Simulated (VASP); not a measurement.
# Si3N4 (P6_3/m) in VASP: settings compared, part 2 of 2

VASP 6.6.1.

**3. Electric field gradients, r2SCAN**

POSCAR

```
Si3N4
1.0
    7.6170000000      0.0000000000      0.0000000000
   -3.8085000000      6.5965155006      0.0000000000
    0.0000000000      0.0000000000      2.9134000000
Si N
6 8
Direct
    0.1740483637      0.7679428862      0.2500000000
    0.4061054775      0.1740483637      0.7500000000
    0.2320571138      0.4061054775      0.2500000000
    0.8259516363      0.2320571138      0.7500000000
    0.5938945225      0.8259516363      0.2500000000
    0.7679428862      0.5938945225      0.7500000000
    0.3333333333      0.6666666667      0.2500000000
    0.6666666667      0.3333333333      0.7500000000
    0.3297879500      0.0300001254      0.2500000000
    0.2997878246      0.3297879500      0.7500000000
    0.9699998746      0.2997878246      0.2500000000
    0.6702120500      0.9699998746      0.7500000000
    0.7002121754      0.6702120500      0.2500000000
    0.0300001254      0.7002121754      0.7500000000
```

INCAR.step1

```
  PREC = Accurate
  ENCUT = 520
  ISMEAR = -1
  SIGMA = 0.02
  LREAL = F
  LASPH = T
  NELM = 60
  NBANDS = 45
  GGA = PE
  ALGO = Normal
  EDIFF = 1E-4
  LWAVE = T
  LCHARG = F
```

INCAR.step2

```
  PREC = Accurate
  ENCUT = 520
  EDIFF = 1E-8
  ISMEAR = -1
  SIGMA = 0.02
  LREAL = F
  LASPH = T
  NELM = 60
  ALGO = Normal
  ISIF = 2
  LWAVE = F
  LCHARG = F
  METAGGA = R2SCAN
  LMIXTAU = T
  LEFG = T
  NBANDS = 45
  ISTART = 1
```

KPOINTS

```
regular mesh
0
Gamma
  4 4 9
```

Potentials or basis: VASP PAW PBE potentials, release 64 (Si, N).

Started as:

```console
cat potpaw_PBE.64/Si/POTCAR potpaw_PBE.64/N/POTCAR > POTCAR
cp INCAR.step1 INCAR
mpirun -np 1 vasp_std > vasp.out
cp INCAR.step2 INCAR
mpirun -np 1 vasp_std > vasp.out
```

OUTCAR:

```text
PREC = Accurate
   ENCUT = 520
   EDIFF = 1E-8
   ISMEAR = -1
   LREAL = F
   LASPH = T
   NELM = 60
   ISIF = 2
   METAGGA = R2SCAN
   ISTART = 1

 ion  position               nearest neighbor table
   1  0.174  0.768  0.250-   7 1.73   9 1.74  14 1.74  14 1.74   3 3.00   5 3.00   2 3.06   2 3.06
                             6 3.06   6 3.06
   2  0.406  0.174  0.750-   8 1.73  10 1.74   9 1.74   9 1.74   6 3.00   4 3.00   1 3.06   1 3.06
                             3 3.06   3 3.06
   3  0.232  0.406  0.250-   7 1.73  11 1.74  10 1.74  10 1.74   5 3.00   1 3.00   2 3.06   2 3.06
                             4 3.06   4 3.06
   4  0.826  0.232  0.750-   8 1.73  12 1.74  11 1.74  11 1.74   6 3.00   2 3.00   5 3.06   5 3.06
                             3 3.06   3 3.06
   5  0.594  0.826  0.250-   7 1.73  13 1.74  12 1.74  12 1.74   3 3.00   1 3.00   4 3.06   4 3.06
                             6 3.06   6 3.06
   6  0.768  0.594  0.750-   8 1.73  14 1.74  13 1.74  13 1.74   2 3.00   4 3.00   5 3.06   5 3.06
                             1 3.06   1 3.06
   7  0.333  0.667  0.250-   1 1.73   5 1.73   3 1.73
   8  0.667  0.333  0.750-   4 1.73   2 1.73   6 1.73
   9  0.330  0.030  0.250-   1 1.74   2 1.74   2 1.74
  10  0.300  0.330  0.750-   2 1.74   3 1.74   3 1.74
  11  0.970  0.300  0.250-   3 1.74   4 1.74   4 1.74
  12  0.670  0.970  0.750-   4 1.74   5 1.74   5 1.74
  13  0.700  0.670  0.250-   5 1.74   6 1.74   6 1.74
  14  0.030  0.700  0.750-   6 1.74   1 1.74   1 1.74

  LATTYP: Found a hexagonal cell.
[... 1210 lines left out ...]
  11       6.057   -32.015    25.958    27.942    -0.000    -0.000
  12     -46.696    20.737    25.959     2.514    -0.000    -0.000
  13       1.701   -27.659    25.958   -30.457    -0.000     0.000
  14       6.057   -32.015    25.958    27.942     0.000     0.000
---------------------------------------------------------------------

 Electric field gradients after diagonalization (V/A^2)
 (convention: |V_zz| > |V_xx| > |V_yy|)
----------------------------------------------------------------------
 ion       V_xx      V_yy      V_zz     asymmetry (V_yy - V_xx)/ V_zz
----------------------------------------------------------------------
   1      -5.655    -3.993     9.649       0.172
   2      -5.655    -3.994     9.649       0.172
   3      -5.655    -3.994     9.649       0.172
   4      -5.655    -3.993     9.649       0.172
   5      -5.655    -3.994     9.649       0.172
   6      -5.655    -3.994     9.649       0.172
   7      23.487    23.486   -46.973       0.000
   8      23.487    23.486   -46.973       0.000
   9      25.959    20.830   -46.789       0.110
  10      25.958    20.831   -46.789       0.110
  11      25.958    20.831   -46.789       0.110
  12      25.959    20.830   -46.789       0.110
  13      25.958    20.831   -46.789       0.110
  14      25.958    20.831   -46.789       0.110
----------------------------------------------------------------------

           NMR quadrupolar parameters

 Cq : quadrupolar parameter    Cq=e*Q*V_zz/h
 eta: asymmetry parameters     (V_yy - V_xx)/ V_zz
 Q  : nuclear electric quadrupole moment in mb (millibarn)
----------------------------------------------------------------------
 ion       Cq(MHz)       eta       Q (mb)
----------------------------------------------------------------------
   1       0.023       0.172       1.000
   2       0.023       0.172       1.000
   3       0.023       0.172       1.000
   4       0.023       0.172       1.000
   5       0.023       0.172       1.000
   6       0.023       0.172       1.000
   7      -0.114       0.000       1.000
   8      -0.114       0.000       1.000
   9      -0.113       0.110       1.000
  10      -0.113       0.110       1.000
  11      -0.113       0.110       1.000
  12      -0.113       0.110       1.000
  13      -0.113       0.110       1.000
  14      -0.113       0.110       1.000
----------------------------------------------------------------------
```

Wall time 5.5 min (1 thread of Intel Xeon Platinum 8559C (Emerald Rapids), shared host); peak memory 0.35 GiB.

What came out:

```
Free energy            : -144.1592 eV
Pressure               : -1.8 GPa
Largest force          : 0.052 eV/Å
Band gap on the k mesh : 4.97 eV, indirect (least direct gap 5.16 eV)
```

Forces in eV/Å, atoms in the order of the input:
```
Si   0.018  0.049  0.000
Si  -0.034  0.040  0.000
Si  -0.052 -0.009  0.000
Si  -0.018 -0.049  0.000
Si   0.034 -0.040  0.000
Si   0.052  0.009  0.000
N    0.000  0.000  0.000
N    0.000  0.000  0.000
N    0.008  0.036  0.000
N   -0.027  0.025  0.000
N   -0.035 -0.011  0.000
N   -0.008 -0.036  0.000
N    0.027 -0.025  0.000
N    0.035  0.011  0.000
```

Levels at points of the mesh, in eV from the valence-band top:
```
           k point  band 30  band 31  band 32  band 33  band 34  band 35
(0.00, 0.00, 0.00)    -0.45    -0.38    -0.19     4.97     5.25     5.55
(0.50, 0.00, 0.00)    -0.77    -0.32    -0.24     5.26     5.36     5.54
```

Electric field gradients, principal values (V/Å²):
```tsv
atom	least	middle	greatest (by size)
1 Si	-3.993	-5.655	9.649
2 Si	-3.994	-5.655	9.649
3 Si	-3.994	-5.655	9.649
4 Si	-3.993	-5.655	9.649
5 Si	-3.994	-5.655	9.649
6 Si	-3.994	-5.655	9.649
7 N	23.486	23.487	-46.973
8 N	23.486	23.487	-46.973
9 N	20.830	25.959	-46.789
10 N	20.831	25.958	-46.789
11 N	20.831	25.958	-46.789
12 N	20.830	25.959	-46.789
13 N	20.831	25.958	-46.789
14 N	20.831	25.958	-46.789
```

Caveat: without QUAD_EFG the Cq values of the log hold for a quadrupole moment of 1 mb, not for the nuclei; the PAW data sets were made with another functional, which shifts forces and pressure a little. r2SCAN opens gaps a little over a GGA but as a rule still falls short of measured ones.
